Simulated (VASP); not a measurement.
# BP (F-43m) in VASP: a series of runs, part 2 of 2

VASP 6.6.1. The steps go on from the part before.

## 4. Single point, PBE

This run uses another cell than the first one, of 11.10 Å³/atom, 1.056 times its volume.

Input file INCAR:

```
  PREC = Accurate
  ENCUT = 500
  EDIFF = 1E-6
  ISMEAR = 0
  SIGMA = 0.01
  LREAL = False
  LASPH = True
  NELM = 120
  ALGO = Normal
  ISIF = 2
  LWAVE = False
  LCHARG = False
  GGA = PE
  NBANDS = 11
  GGA_COMPAT = False
```

Input file KPOINTS:

```
Automatic mesh
0
Gamma
  8 8 8
```

Input file POSCAR:

```
BP
1.0
    0.0000000000      2.2305349420      2.2305349420
    2.2305349420      0.0000000000      2.2305349420
    2.2305349420      2.2305349420      0.0000000000
B P
1 1
Direct
    0.0000000000      0.0000000000      0.0000000000
    0.2500000000      0.2500000000      0.2500000000
```

Potentials or basis: VASP PAW PBE potentials, release 64 (B, P).

Started as:

```
$ cat potpaw_PBE.64/B/POTCAR potpaw_PBE.64/P/POTCAR > POTCAR
$ mpirun -np 1 vasp_std > vasp.out
```

OUTCAR:

```text
PREC = Accurate
   ENCUT = 500
   EDIFF = 1E-6
   ISMEAR = 0
   LREAL = False
   LASPH = True
   NELM = 120
   ISIF = 2
   GGA = PE

 ion  position               nearest neighbor table
   1  0.000  0.000  0.000-   2 1.93   2 1.93   2 1.93   2 1.93
   2  0.250  0.250  0.250-   1 1.93   1 1.93   1 1.93   1 1.93

  LATTYP: Found a face centered cubic cell.
 ALAT       =     4.4610698840

  Lattice vectors:

 A1 = (   0.0000000000,   2.2305349420,   2.2305349420)
 A2 = (   2.2305349420,   0.0000000000,   2.2305349420)
 A3 = (   2.2305349420,   2.2305349420,   0.0000000000)

Analysis of symmetry for initial positions (statically):
=====================================================================
 Subroutine PRICEL returns:
 Original cell was already a primitive cell.

 Routine SETGRP: Setting up the symmetry group for a
 face centered cubic supercell.

 Subroutine GETGRP returns: Found 24 space group operations
 (whereof 24 operations were pure point group operations)
 out of a pool of 48 trial point group operations.

The static configuration has the point symmetry T_d .

Analysis of symmetry for dynamics (positions and initial velocities):
=====================================================================
 Subroutine PRICEL returns:
 Original cell was already a primitive cell.

 Routine SETGRP: Setting up the symmetry group for a
 face centered cubic supercell.

 Subroutine GETGRP returns: Found 24 space group operations
 (whereof 24 operations were pure point group operations)
 out of a pool of 48 trial point group operations.

The dynamic configuration has the point symmetry T_d .

 Subroutine INISYM returns: Found 24 space group operations
 (whereof 24 operations are pure point group operations),
 and found     1 'primitive' translations

----------------------------------------------------------------------------------------

                                     Primitive cell

  volume of cell :      22.1951

  direct lattice vectors                    reciprocal lattice vectors
     0.000000000  2.230534942  2.230534942    -0.224161474  0.224161474  0.224161474
     2.230534942  0.000000000  2.230534942     0.224161474 -0.224161474  0.224161474
     2.230534942  2.230534942  0.000000000     0.224161474  0.224161474 -0.224161474

  length of vectors
     3.154452766  3.154452766  3.154452766     0.388259062  0.388259062  0.388259062

  position of ions in fractional coordinates (direct lattice)
     0.000000000  0.000000000  0.000000000
     0.250000000  0.250000000  0.250000000

  ion indices of the primitive-cell ions
   primitive index   ion index
                 1           1
                 2           2

----------------------------------------------------------------------------------------

 KPOINTS: Automatic mesh

Automatic generation of k-mesh.
 Grid dimensions read from file:
 generate k-points for:    8    8    8

 Generating k-lattice:

  Cartesian coordinates                     Fractional coordinates (reciprocal lattice)
    -0.028020184  0.028020184  0.028020184     0.125000000  0.000000000  0.000000000
     0.028020184 -0.028020184  0.028020184     0.000000000  0.125000000  0.000000000
     0.028020184  0.028020184 -0.028020184     0.000000000  0.000000000  0.125000000

  Length of vectors
     0.048532383  0.048532383  0.048532383

  Shift w.r.t. Gamma in fractional coordinates (k-lattice)
     0.000000000  0.000000000  0.000000000

 Subroutine IBZKPT returns following result:
 ===========================================

 Found     29 irreducible k-points:

 Following reciprocal coordinates:
            Coordinates               Weight
  0.000000  0.000000  0.000000      1.000000
  0.125000  0.000000  0.000000      8.000000
  0.250000  0.000000  0.000000      8.000000
  0.375000  0.000000  0.000000      8.000000
  0.500000  0.000000  0.000000      4.000000
  0.125000  0.125000  0.000000      6.000000
[... 16 lines left out ...]
  0.500000  0.250000  0.125000     48.000000
 -0.375000  0.250000  0.125000     24.000000
 [... further k-points ...]
   k-points           NKPTS =     29   k-points in BZ     NKDIM =     29   number of bands    NBANDS=     11
   number of dos      NEDOS =    301   number of ions     NIONS =      2
   total plane-waves  NPLWV =  13824
   dimension x,y,z NGX =    24 NGY =   24 NGZ =   24
   dimension x,y,z NGXF=    48 NGYF=   48 NGZF=   48
   ions per type =               1   1
   NGX,Y,Z   is equivalent  to a cutoff of  12.65, 12.65, 12.65 a.u.
   NGXF,Y,Z  is equivalent  to a cutoff of  25.30, 25.30, 25.30 a.u.
 SYSTEM =  unknown system
   PREC   = accura    normal or accurate (medium, high low for compatibility)
   ISTART =      0    job   : 0-new  1-cont  2-samecut
   ICHARG =      2    charge: 1-file 2-atom 10-const
   ISPIN  =      1    spin polarized calculation?
   LNONCOLLINEAR =      F non collinear calculations
   LSORBIT =      F    spin-orbit coupling
   LASPH  =      T    aspherical Exc in radial PAW
   ENCUT  =  500.0 eV  36.75 Ry    6.06 a.u.   5.75  5.75  5.75*2*pi/ulx,y,z
   NELM   =    120;   NELMIN=  2; NELMDL= -5     # of ELM steps
   EDIFF  = 0.1E-05   stopping-criterion for ELM
   LREAL  =      F    real-space projection
   EDIFFG = 0.1E-04   stopping-criterion for IOM
   NSW    =      0    number of steps for IOM
   IBRION =     -1    ionic relax: 0-MD 1-quasi-New 2-CG
   NFREE  =      0    steps in history (QN), initial steepest desc. (CG)
   ISIF   =      2    stress and relaxation
   ISYM   =      2    0-nonsym 1-usesym 2-fastsym
   POTIM  = 0.5000    time-step for ionic-motion
   TEBEG  =    0.0;   TEEND  =   0.0 temperature during run
   PSTRESS=    0.0 pullay stress
   NELECT =       8.0000    total number of electrons
   NUPDOWN=      -1.0000    fix difference up-down
   EMIN   =  10.00;   EMAX   =-10.00  energy-range for DOS
   EFERMI =   0.00;   METHOD = LEGACY
   ISMEAR =     0;   SIGMA  =   0.01  broadening in eV -4-tet -1-fermi 0-gaus
   EFERMI_NEDOS =   21; number of points for ismear=-14 and -15
   IALGO  =     38    algorithm
   IMIX   =      4    mixing-type and parameters
     AMIX     =   0.40;   BMIX     =  1.00
     AMIX_MAG =   1.60;   BMIX_MAG =  1.00
  volume/ion in A,a.u.               =      11.10        74.89
  Fermi-wavevector in a.u.,A,eV,Ry     =   1.165071  2.201665 18.468424  1.357391
  Thomas-Fermi vector in A             =   2.301601
   LORBIT       =      0    0 simple, 1 ext, 2 COOP (PROOUT), +10 PAW based schemes
   GGA     = PE    functional components
   LHFCALC =     F    Hartree Fock is set to
   AEXX    =    0.0000 exact exchange contribution
   IVDW    =     0    specifies the selected vdW correction
   LEPSILON=     F    determine dielectric tensor
   LRPA    =     F    only Hartree local field effects (RPA)
 non-spin polarized calculation
 Gauss-broadening in eV      SIGMA  =   0.01
  energy-cutoff  :      500.00
  volume of cell :       22.20
 maximum number of plane-waves:       588
   NGX = 11   NGY = 11   NGZ = 11

 number of electron       8.0000001 magnetization

 Free energy of the ion-electron system (eV)
  ---------------------------------------------------
  ext. energy  EPLUGINS =         0.00000000
  ---------------------------------------------------
  free energy    TOTEN  =       -12.88837704 eV

  energy without entropy =      -12.88837704  energy(sigma->0) =      -12.88837704

 E-fermi :   8.1035     XC(G=0): -11.1289

 val. band max:        8.0513982106   @ k =   0.0000   0.0000   0.0000
 cond. band min:       9.2565760457   @ k =   0.3750   0.3750   0.0000
 fundamental gap:      1.2051778351
 Fermi energy:         8.1034851291

 k-point     1 :       0.0000    0.0000    0.0000
  band No.  band energies     occupation
      1      -7.8744      2.00000
      2       8.0514      2.00000
      3       8.0514      2.00000
      4       8.0514      2.00000
      5      11.5325      0.00000
      6      11.5325      0.00000
      7      11.5325      0.00000
      8      16.2188      0.00000
      9      19.9223      0.00000
     10      20.3292      0.00000
     11      20.3292      0.00000
[... 309 lines left out ...]
 k-point    24 :      -0.3750    0.2500    0.1250
  band No.  band energies     occupation
      1      -3.6586      2.00000
      2      -0.7245      2.00000
      3       3.3648      2.00000
      4       4.7824      2.00000
      5      12.2443      0.00000
      6      13.4283      0.00000
      7      16.6939      0.00000
      8      18.1664      0.00000
      9      18.7478      0.00000
     10      22.8237      0.00000
     11      25.3195      0.00000

 [... further k-points ...]
[... 5 lines left out ...]
  --------------------------------------------------------------------------------------
  -------------------------------------------------------------------------------------
  Total        1.4212378      1.4212378      1.4212378     -0.0000000      0.0000000     -0.0000000
  in kB      102.5935970    102.5935970    102.5935970     -0.0000000      0.0000000     -0.0000000
  external PRESSURE =     102.5935970 kB  Pullay stress =       0.0000000 kB

 VOLUME and BASIS-vectors are now :
 -----------------------------------------------------------------------------
  energy-cutoff  :      500.00
  volume of cell :       22.20
      direct lattice vectors                 reciprocal lattice vectors
     0.000000000  2.230534942  2.230534942    -0.224161474  0.224161474  0.224161474
     2.230534942  0.000000000  2.230534942     0.224161474 -0.224161474  0.224161474
     2.230534942  2.230534942  0.000000000     0.224161474  0.224161474 -0.224161474

 POSITION                                       TOTAL-FORCE (eV/Angst)
 -----------------------------------------------------------------------------------
      0.00000      0.00000      0.00000        -0.000000     -0.000000     -0.000000
      1.11527      1.11527      1.11527         0.000000      0.000000      0.000000
 -----------------------------------------------------------------------------------
    total drift:                                0.000000      0.000000      0.000000

  FREE ENERGIE OF THE ION-ELECTRON SYSTEM (eV)
  ---------------------------------------------------
  free  energy   TOTEN  =       -12.8883770434 eV

  energy  without entropy=      -12.8883770434  energy(sigma->0) =      -12.88837704
```

OSZICAR:

```text
N       E                     dE             d eps       ncg     rms          rms(c)
DAV:   1     0.837243097717E+01    0.83724E+01   -0.41487E+03   638   0.654E+02
DAV:   2    -0.131765614391E+02   -0.21549E+02   -0.20939E+02   844   0.109E+02
DAV:   3    -0.137091760824E+02   -0.53261E+00   -0.53186E+00   813   0.151E+01
DAV:   4    -0.137109748244E+02   -0.17987E-02   -0.17986E-02   729   0.106E+00
DAV:   5    -0.137109839980E+02   -0.91736E-05   -0.91735E-05   795   0.731E-02    0.777E+00
DAV:   6    -0.130040080205E+02    0.70698E+00   -0.15359E+00   722   0.552E+00    0.417E+00
DAV:   7    -0.128962206553E+02    0.10779E+00   -0.28620E-01   791   0.267E+00    0.140E+00
DAV:   8    -0.128878600507E+02    0.83606E-02   -0.28576E-02   747   0.981E-01    0.210E-01
DAV:   9    -0.128881747754E+02   -0.31472E-03   -0.69833E-04   742   0.183E-01    0.141E-01
DAV:  10    -0.128883656350E+02   -0.19086E-03   -0.23725E-04   714   0.975E-02    0.296E-02
DAV:  11    -0.128883761584E+02   -0.10523E-04   -0.11936E-05   810   0.225E-02    0.375E-02
DAV:  12    -0.128883770434E+02   -0.88495E-06   -0.46857E-06   707   0.106E-02
   1 F= -.12888377E+02 E0= -.12888377E+02  d E =-.545256E-16
```

stdout:

```text
POSCAR found type information on POSCAR B P
 POSCAR found :  2 types and       2 ions
 scaLAPACK will be used
 LDA part: xc-table for (Slater+PW92), standard interpolation
 POSCAR, INCAR and KPOINTS ok, starting setup
 FFT: planning ... GRIDC
 FFT: planning ... GRID_SOFT
 FFT: planning ... GRID
 WAVECAR not read
 entering main loop
```

Run time: 4.3 s. Hardware: 1 thread of Intel Xeon Platinum 8375C at 2.90GHz (Ice Lake), shared host; peak memory 0.13 GiB.

What came out:

```
Free energy            : -12.8884 eV
Pressure               : 10.3 GPa
Band gap on the k mesh : 1.21 eV, indirect (least direct gap 3.48 eV)
```

A k mesh can miss the band edges. As with any semilocal functional, this PBE gap is likely too small.

## 5. Single point, PBE

This run uses another cell than the first one, of 11.39 Å³/atom, 1.083 times its volume.

Input file INCAR:

```
SYSTEM = BP
  PREC = Accurate
  ENCUT = 500
  EDIFF = 1E-6
  ISMEAR = 0
  SIGMA = 0.01
  LREAL = .FALSE.
  LASPH = .TRUE.
  NELM = 120
  ALGO = Normal
  ISIF = 2
  LWAVE = .FALSE.
  LCHARG = .TRUE.
  GGA = PE
  LELF = .TRUE.
  LVHAR = .TRUE.
  NBANDS = 11
  GGA_COMPAT = .FALSE.
```

Input file KPOINTS:

```
Automatic mesh
0
G
  8 8 8
  0 0 0
```

Input file POSCAR:

```
BP
1.0
    0.0000000000      2.2499318716      2.2499318716
    2.2499318716      0.0000000000      2.2499318716
    2.2499318716      2.2499318716      0.0000000000
B P
1 1
Direct
    0.0000000000      0.0000000000      0.0000000000
    0.2500000000      0.2500000000      0.2500000000
```

Started as:

```
$ cat potpaw_PBE.64/B/POTCAR potpaw_PBE.64/P/POTCAR > POTCAR
$ mpirun -np 1 vasp_std > vasp.out
```

Run time: 4.7 s. Hardware: 1 thread of Intel Xeon Platinum 8375C at 2.90GHz (Ice Lake), shared host; peak memory 0.13 GiB.

Results (log left out):

| Quantity | Value |
| --- | --- |
| Free energy | -12.9169 eV |
| Pressure | 5.3 GPa |
| Band gap on the k mesh | 1.24 eV, indirect (least direct gap 3.44 eV) |

Levels at points of the mesh, in eV from the valence-band top:
```tsv
k point	band 1	band 2	band 3	band 4	band 5	band 6	band 7	band 8	band 9
(0.00, 0.00, 0.00)	-15.69	0.00	0.00	0.00	3.44	3.44	3.44	7.76	11.69
(0.50, 0.00, 0.00)	-12.27	-9.22	-1.79	-1.79	3.93	4.73	4.73	10.21	14.79
(0.50, 0.50, 0.00)	-10.70	-8.71	-4.21	-4.21	1.28	1.63	12.36	12.36	15.54
```

## 6. The runs side by side

```csv
cell,gap on the mesh (eV),pressure (GPa)
"a = 3.098 Å, angles 60.0°, 2 atoms",1.11,22.1
"a = 3.127 Å, angles 60.0°, 2 atoms",1.17,15.8
"a = 3.154 Å, angles 60.0°, 2 atoms",1.21,10.3
"a = 3.182 Å, angles 60.0°, 2 atoms",1.24,5.3
```

Alike in all rows: task single point; level PBE; potentials or basis VASP PAW PBE potentials, release 64 (B, P); no spin polarisation; k mesh 8 × 8 × 8; cutoff (eV) 500; smearing gaussian 0.01 eV.

Total energies depend on the potentials used, so only differences within one code and one set of settings carry meaning.
